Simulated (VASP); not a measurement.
# N (P6_3/mmc) in VASP: settings compared

Aim: see how the results for N move with the level of theory and the settings. Levels: PBE-based screened hybrid with 15 % exact exchange, PBE-based screened hybrid with 20 % exact exchange. Tasks: single point.

All numbers are computed with VASP 6.6.1; they aren't measurements. Logs are shortened: lines on timing, memory, paths and dates and some standing lists are left out, and cuts for length are marked.

## 1. The cell of the first run

The structure is hexagonal, space group P6_3/mmc (No. 194). The conventional cell has a = 4.167 Å, b = 4.167 Å, c = 7.006 Å, α = 90.00°, β = 90.00°, γ = 120.00°. Within 1.5 Å of N (site symmetry 3m) lie 1 N at 1.11 Å.

## 2. Single point, PBE-based screened hybrid with 15 % exact exchange

Input file POSCAR:

```
N
1.0
    4.1672328106      0.0000000000      0.0000000000
   -2.0836164053      3.6089294775      0.0000000000
    0.0000000000      0.0000000000      7.0060035100
N
4
Direct
    0.6666666667      0.3333333333      0.6710699600
    0.6666666667      0.3333333333      0.8289300400
    0.3333333333      0.6666666667      0.1710699600
    0.3333333333      0.6666666667      0.3289300400
```

Input file INCAR.step1:

```
SYSTEM = N
  PREC = Accurate
  ENCUT = 520
  EDIFF = 1E-5
  ISMEAR = -1
  SIGMA = 0.05
  LREAL = .False.
  LASPH = .True.
  NELM = 80
  ALGO = Normal
  ISIF = 2
  LWAVE = .True.
  NBANDS = 18
  GGA = PE
```

Input file INCAR.step2:

```
SYSTEM = N
  PREC = Accurate
  ENCUT = 520
  EDIFF = 1E-7
  ISMEAR = -1
  SIGMA = 0.05
  LREAL = .False.
  LASPH = .True.
  NELM = 80
  ALGO = Normal
  ISIF = 2
  LWAVE = .False.
  LCHARG = .True.
  GGA = PE
  LHFCALC = .True.
  AEXX = 0.15
  HFSCREEN = 0.2
  PRECFOCK = Normal
  LELF = .True.
  LVHAR = .True.
  NBANDS = 18
  ISTART = 1
```

Input file KPOINTS:

```
Automatic mesh
0
Gamma
  4 4 2
  0 0 0
```

Potentials or basis: VASP PAW PBE potentials, release 64 (N).

Command:

```bash
cat potpaw_PBE.64/N/POTCAR > POTCAR
cp INCAR.step1 INCAR
mpirun -np 1 vasp_std > vasp.out
cp INCAR.step2 INCAR
mpirun -np 1 vasp_std > vasp.out
```

OUTCAR:

```text
SYSTEM = N
   PREC = Accurate
   ENCUT = 520
   EDIFF = 1E-7
   ISMEAR = -1
   LREAL = .False.
   LASPH = .True.
   NELM = 80
   ISIF = 2
   GGA = PE
   LHFCALC = .True.
   AEXX = 0.15
   HFSCREEN = 0.2
   PRECFOCK = Normal
   ISTART = 1

 ion  position               nearest neighbor table
   1  0.667  0.333  0.671-   2 1.11
   2  0.667  0.333  0.829-   1 1.11
   3  0.333  0.667  0.171-   4 1.11
   4  0.333  0.667  0.329-   3 1.11

  LATTYP: Found a hexagonal cell.
 ALAT       =     4.1672328106
 C/A-ratio  =     1.6812124084

  Lattice vectors:

 A1 = (   4.1672328106,   0.0000000000,   0.0000000000)
 A2 = (  -2.0836164053,   3.6089294775,   0.0000000000)
 A3 = (   0.0000000000,   0.0000000000,   7.0060035100)

Analysis of symmetry for initial positions (statically):
=====================================================================
 Subroutine PRICEL returns:
 Original cell was already a primitive cell.

 Routine SETGRP: Setting up the symmetry group for a
 hexagonal supercell.

 Subroutine GETGRP returns: Found 24 space group operations
 (whereof 12 operations were pure point group operations)
 out of a pool of 24 trial point group operations.

The static configuration has the point symmetry D_3d.
 The point group associated with its full space group is D_6h.

Analysis of symmetry for dynamics (positions and initial velocities):
=====================================================================
 Subroutine PRICEL returns:
 Original cell was already a primitive cell.

 Routine SETGRP: Setting up the symmetry group for a
 hexagonal supercell.

 Subroutine GETGRP returns: Found 24 space group operations
 (whereof 12 operations were pure point group operations)
 out of a pool of 24 trial point group operations.

The dynamic configuration has the point symmetry D_3d.
 The point group associated with its full space group is D_6h.

 Subroutine INISYM returns: Found 24 space group operations
 (whereof 12 operations are pure point group operations),
 and found     1 'primitive' translations

----------------------------------------------------------------------------------------

                                     Primitive cell

  volume of cell :     105.3650

  direct lattice vectors                    reciprocal lattice vectors
     4.167232811  0.000000000  0.000000000     0.239967395  0.138545240  0.000000000
    -2.083616405  3.608929477  0.000000000     0.000000000  0.277090480  0.000000000
     0.000000000  0.000000000  7.006003510     0.000000000  0.000000000  0.142734727

  length of vectors
     4.167232811  4.167232811  7.006003510     0.277090480  0.277090480  0.142734727

  position of ions in fractional coordinates (direct lattice)
     0.666666667  0.333333333  0.671069960
     0.666666667  0.333333333  0.828930040
     0.333333333  0.666666667  0.171069960
     0.333333333  0.666666667  0.328930040

  ion indices of the primitive-cell ions
   primitive index   ion index
                 1           1
                 2           2
                 3           3
                 4           4

----------------------------------------------------------------------------------------

 KPOINTS: Automatic mesh

Automatic generation of k-mesh.
 Grid dimensions read from file:
 generate k-points for:    4    4    2

 Generating k-lattice:

  Cartesian coordinates                     Fractional coordinates (reciprocal lattice)
     0.059991849  0.034636310  0.000000000     0.250000000  0.000000000  0.000000000
     0.000000000  0.069272620  0.000000000     0.000000000  0.250000000  0.000000000
     0.000000000  0.000000000  0.071367364     0.000000000  0.000000000  0.500000000

  Length of vectors
     0.069272620  0.069272620  0.071367364

  Shift w.r.t. Gamma in fractional coordinates (k-lattice)
     0.000000000  0.000000000  0.000000000

 Subroutine IBZKPT returns following result:
 ===========================================

 Found      8 irreducible k-points:

 Following reciprocal coordinates:
            Coordinates               Weight
  0.000000  0.000000  0.000000      1.000000
  0.250000  0.000000  0.000000      6.000000
  0.500000  0.000000  0.000000      3.000000
  0.250000  0.250000  0.000000      6.000000
  0.000000  0.000000  0.500000      1.000000
  0.250000  0.000000  0.500000      6.000000
  0.500000  0.000000  0.500000      3.000000
  0.250000  0.250000  0.500000      6.000000
   k-points           NKPTS =      8   k-points in BZ     NKDIM =     32   number of bands    NBANDS=     18
   number of dos      NEDOS =    301   number of ions     NIONS =      4
   total plane-waves  NPLWV =  55296
   dimension x,y,z NGX =    32 NGY =   32 NGZ =   54
   dimension x,y,z NGXF=    64 NGYF=   64 NGZF=  108
   ions per type =               4
   NGX,Y,Z   is equivalent  to a cutoff of  12.77, 12.77, 12.81 a.u.
   NGXF,Y,Z  is equivalent  to a cutoff of  25.53, 25.53, 25.63 a.u.
 SYSTEM =  N
   PREC   = accura    normal or accurate (medium, high low for compatibility)
   ISTART =      1    job   : 0-new  1-cont  2-samecut
   ICHARG =      0    charge: 1-file 2-atom 10-const
   ISPIN  =      1    spin polarized calculation?
   LNONCOLLINEAR =      F non collinear calculations
   LSORBIT =      F    spin-orbit coupling
   LASPH  =      T    aspherical Exc in radial PAW
   ENCUT  =  520.0 eV  38.22 Ry    6.18 a.u.   7.75  7.75 13.03*2*pi/ulx,y,z
   NELM   =     80;   NELMIN=  2; NELMDL=  0     # of ELM steps
   EDIFF  = 0.1E-06   stopping-criterion for ELM
   LREAL  =      F    real-space projection
   EDIFFG = 0.1E-05   stopping-criterion for IOM
   NSW    =      0    number of steps for IOM
   IBRION =     -1    ionic relax: 0-MD 1-quasi-New 2-CG
   NFREE  =      0    steps in history (QN), initial steepest desc. (CG)
   ISIF   =      2    stress and relaxation
   ISYM   =      3    0-nonsym 1-usesym 2-fastsym
   POTIM  = 0.5000    time-step for ionic-motion
   TEBEG  =    0.0;   TEEND  =   0.0 temperature during run
   PSTRESS=    0.0 pullay stress
   NELECT =      20.0000    total number of electrons
   NUPDOWN=      -1.0000    fix difference up-down
   EMIN   =  10.00;   EMAX   =-10.00  energy-range for DOS
   EFERMI =   0.00;   METHOD = LEGACY
   ISMEAR =    -1;   SIGMA  =   0.05  broadening in eV -4-tet -1-fermi 0-gaus
   EFERMI_NEDOS =   21; number of points for ismear=-14 and -15
   IALGO  =     38    algorithm
   IMIX   =      1    mixing-type and parameters
     AMIX     =   0.40;   BMIX     =  1.00
     AMIX_MAG =   1.60;   BMIX_MAG =  1.00
  volume/ion in A,a.u.               =      26.34       177.76
  Fermi-wavevector in a.u.,A,eV,Ry     =   0.940848  1.777944 12.043801  0.885194
  Thomas-Fermi vector in A             =   2.068300
   LORBIT       =      0    0 simple, 1 ext, 2 COOP (PROOUT), +10 PAW based schemes
   GGA     = PE    functional components
   LHFCALC =     T    Hartree Fock is set to
   PRECFOCK=normal    Normal, Fast or Accurate (Low or Medium for compatibility)
   ENCUT4O =  -1.0   cutoff for four orbital integrals eV
   NKREDX  =     1    reduce k-point grid by
   NKREDY  =     1    reduce k-point grid by
   NKREDZ  =     1    reduce k-point grid by
   AEXX    =    0.1500 exact exchange contribution
   HFSCREEN=    0.2000 screening length (either q_TF or 0.3 A-1)
   HFSCREENC=   0.2000 screening length for correlation (either q_TF or 0.3 A-1)
   ENCUTFOCK=  -1.0 apply spherical cutoff to Coloumb kernel
   IVDW    =     0    specifies the selected vdW correction
   LEPSILON=     F    determine dielectric tensor
   LRPA    =     F    only Hartree local field effects (RPA)
 non-spin polarized calculation
  energy-cutoff  :      520.00
  volume of cell :      105.37
 maximum number of plane-waves:      2882
 NGX is ok and might be reduce to    32
  NGX = 24; NGY = 24; NGZ = 40

 number of electron      20.0000001 magnetization

 Free energy of the ion-electron system (eV)
  ---------------------------------------------------
  ext. energy  EPLUGINS =         0.00000000
  ---------------------------------------------------
  free energy    TOTEN  =       -37.91288367 eV

  energy without entropy =      -37.91288367  energy(sigma->0) =      -37.91288367

 E-fermi :  -6.4812     XC(G=0):  -5.3198

 val. band max:       -7.6588456778   @ k =   0.0000   0.0000   0.0000
 cond. band min:       0.8436452800   @ k =   0.2500   0.2500   0.0000
 fundamental gap:      8.5024909578
 Fermi energy:        -6.4812178191

 k-point     1 :       0.0000    0.0000    0.0000
  band No.  band energies     occupation
      1     -27.0106      2.00000
      2     -26.9845      2.00000
      3     -11.9867      2.00000
      4     -11.2372      2.00000
      5      -9.2116      2.00000
      6      -9.2116      2.00000
[... 10 lines left out ...]
     17       6.0126      0.00000
     18       9.9788      0.00000

 k-point     2 :       0.2500    0.0000    0.0000
  band No.  band energies     occupation
      1     -26.9999      2.00000
      2     -26.9806      2.00000
      3     -11.8650      2.00000
      4     -11.3065      2.00000
      5      -9.3874      2.00000
      6      -9.3117      2.00000
[... 10 lines left out ...]
     17       7.0590      0.00000
     18       7.6470      0.00000

 k-point     3 :       0.5000    0.0000    0.0000
  band No.  band energies     occupation
      1     -26.9876      2.00000
      2     -26.9791      2.00000
      3     -11.6799      2.00000
      4     -11.4381      2.00000
      5      -9.5395      2.00000
      6      -9.4304      2.00000
[... 10 lines left out ...]
     17       6.4196      0.00000
     18       7.4520      0.00000

 k-point     4 :       0.2500    0.2500    0.0000
  band No.  band energies     occupation
      1     -26.9877      2.00000
      2     -26.9791      2.00000
      3     -11.6830      2.00000
      4     -11.4347      2.00000
      5      -9.4808      2.00000
      6      -9.4122      2.00000
[... 10 lines left out ...]
     17       6.5604      0.00000
     18       7.8457      0.00000

 k-point     5 :       0.0000    0.0000    0.5000
  band No.  band energies     occupation
      1     -26.9976      2.00000
      2     -26.9976      2.00000
      3     -11.6676      2.00000
      4     -11.6676      2.00000
      5      -9.1609      2.00000
      6      -9.1609      2.00000
[... 10 lines left out ...]
     17       8.1247      0.00000
     18       8.1247      0.00000

 k-point     6 :       0.2500    0.0000    0.5000
  band No.  band energies     occupation
      1     -26.9904      2.00000
      2     -26.9904      2.00000
      3     -11.6235      2.00000
      4     -11.6235      2.00000
      5      -9.2994      2.00000
      6      -9.2994      2.00000
[... 10 lines left out ...]
     17       8.0152      0.00000
     18       8.0152      0.00000

 k-point     7 :       0.5000    0.0000    0.5000
  band No.  band energies     occupation
      1     -26.9834      2.00000
      2     -26.9834      2.00000
      3     -11.5785      2.00000
      4     -11.5785      2.00000
      5      -9.4246      2.00000
      6      -9.4246      2.00000
[... 10 lines left out ...]
     17       6.2310      0.00000
     18       6.2310      0.00000

 k-point     8 :       0.2500    0.2500    0.5000
  band No.  band energies     occupation
      1     -26.9833      2.00000
      2     -26.9833      2.00000
      3     -11.5781      2.00000
      4     -11.5781      2.00000
      5      -9.3782      2.00000
      6      -9.3782      2.00000
[... 10 lines left out ...]
     17       6.7742      0.00000
     18       6.7742      0.00000

------------------------ aborting loop because EDIFF is reached ----------------------------------------

  FORCE on cell =-STRESS in cart. coord.  units (eV):
  Direction    XX          YY          ZZ          XY          YZ          ZX
  --------------------------------------------------------------------------------------
  -------------------------------------------------------------------------------------
  Total        0.0266102      0.0266102      0.2613772      0.0000000      0.0000000     -0.0000000
  in kB        0.4046332      0.4046332      3.9744936      0.0000000      0.0000000     -0.0000000
  external PRESSURE =       1.5945867 kB  Pullay stress =       0.0000000 kB

 VOLUME and BASIS-vectors are now :
 -----------------------------------------------------------------------------
  energy-cutoff  :      520.00
  volume of cell :      105.37
      direct lattice vectors                 reciprocal lattice vectors
     4.167232811  0.000000000  0.000000000     0.239967395  0.138545240  0.000000000
    -2.083616405  3.608929477  0.000000000     0.000000000  0.277090480  0.000000000
     0.000000000  0.000000000  7.006003510     0.000000000  0.000000000  0.142734727

 POSITION                                       TOTAL-FORCE (eV/Angst)
 -----------------------------------------------------------------------------------
      2.08362      1.20298      4.70152        -0.000000      0.000000     -0.091510
      2.08362      1.20298      5.80749        -0.000000      0.000000      0.091510
     -0.00000      2.40595      1.19852        -0.000000     -0.000000     -0.091510
     -0.00000      2.40595      2.30449         0.000000      0.000000      0.091510
 -----------------------------------------------------------------------------------
    total drift:                                0.000000     -0.000000     -0.000000

  FREE ENERGIE OF THE ION-ELECTRON SYSTEM (eV)
  ---------------------------------------------------
  free  energy   TOTEN  =       -37.9128836730 eV

  energy  without entropy=      -37.9128836730  energy(sigma->0) =      -37.91288367
```

Run time: 5.2 min. Hardware: 1 thread of Intel Xeon Platinum 8375C at 2.90GHz (Ice Lake), shared host; peak memory 0.32 GiB.

What came out:

- Free energy: -37.9129 eV
- Pressure: 0.2 GPa
- Largest force: 0.092 eV/Å
- Band gap on the k mesh: 8.50 eV (least direct gap 8.72 eV)

Forces on the atoms (eV/Å):
```
N    0.000  0.000 -0.092
N    0.000  0.000  0.092
N    0.000  0.000 -0.092
N    0.000  0.000  0.092
```

Caveat: the k points lie up to 0.45 Å⁻¹ apart; the standard files for N, O and F lose accuracy on very short bonds; this functional lacks dispersion, which holds the molecules together, so the pressure and a relaxed volume are unreliable; the PAW data sets were made with another functional, which shifts forces and pressure a little. A k mesh can miss the band edges.

## 3. Single point, PBE-based screened hybrid with 20 % exact exchange

POSCAR is that of step 2.

Input file INCAR.step1:

```
  PREC = Accurate
  ENCUT = 520
  EDIFF = 1E-5
  ISMEAR = -1
  SIGMA = 0.05
  LREAL = F
  LASPH = T
  NELM = 60
  ALGO = Normal
  ISIF = 2
  LWAVE = T
  LCHARG = F
  NBANDS = 18
  GGA = PE
```

Input file INCAR.step2:

```
  PREC = Accurate
  ENCUT = 520
  EDIFF = 1E-7
  ISMEAR = -1
  SIGMA = 0.05
  LREAL = F
  LASPH = T
  NELM = 60
  ALGO = Normal
  ISIF = 2
  LWAVE = F
  LCHARG = F
  GGA = PE
  LHFCALC = T
  AEXX = 0.2
  HFSCREEN = 0.2
  PRECFOCK = Normal
  NBANDS = 18
  ISTART = 1
```

Input file KPOINTS:

```
Automatic mesh
0
Gamma
  4 4 2
```

Potentials or basis: VASP PAW PBE potentials, release 64 (N).

Command:

```bash
cat potpaw_PBE.64/N/POTCAR > POTCAR
cp INCAR.step1 INCAR
mpirun -np 1 vasp_std > vasp.out
cp INCAR.step2 INCAR
mpirun -np 1 vasp_std > vasp.out
```

It took 6.1 min on 1 thread of Intel Xeon Platinum 8375C at 2.90GHz (Ice Lake), shared host; peak memory 0.33 GiB.

Results (log left out):

| Quantity | Value |
| --- | --- |
| Free energy | -39.4540 eV |
| Pressure | -0.2 GPa |
| Largest force | 0.242 eV/Å |
| Band gap on the k mesh | 8.97 eV (least direct gap 9.19 eV) |

Forces on the atoms (eV/Å):
```
N    0.000  0.000  0.242
N    0.000  0.000 -0.242
N    0.000  0.000  0.242
N    0.000  0.000 -0.242
```

Stress tensor (GPa, compression positive):
```
 0.03  0.00  0.00
 0.00  0.03  0.00
 0.00  0.00 -0.73
```

Levels at points of the mesh, in eV from the valence-band top:
| k point | band 6 | band 7 | band 8 | band 9 | band 10 | band 11 | band 12 | band 13 | band 14 | band 15 |
| --- | --- | --- | --- | --- | --- | --- | --- | --- | --- | --- |
| (0.00, 0.00, 0.00) | -1.48 | -1.37 | -1.37 | -1.12 | 0.00 | 9.74 | 9.74 | 10.28 | 10.28 | 11.43 |
| (0.50, 0.00, 0.00) | -1.70 | -1.58 | -1.40 | -0.56 | -0.21 | 8.98 | 9.41 | 9.80 | 10.40 | 12.88 |
| (0.00, 0.00, 0.50) | -1.43 | -1.43 | -1.43 | -0.51 | -0.51 | 10.00 | 10.00 | 10.00 | 10.00 | 11.60 |
| (0.50, 0.00, 0.50) | -1.69 | -1.49 | -1.49 | -0.44 | -0.44 | 9.38 | 9.38 | 9.87 | 9.87 | 13.72 |

Caveat: the k points lie up to 0.45 Å⁻¹ apart; the standard files for N, O and F lose accuracy on very short bonds; this functional lacks dispersion, which holds the molecules together, so the pressure and a relaxed volume are unreliable; the PAW data sets were made with another functional, which shifts forces and pressure a little. A k mesh can miss the band edges.
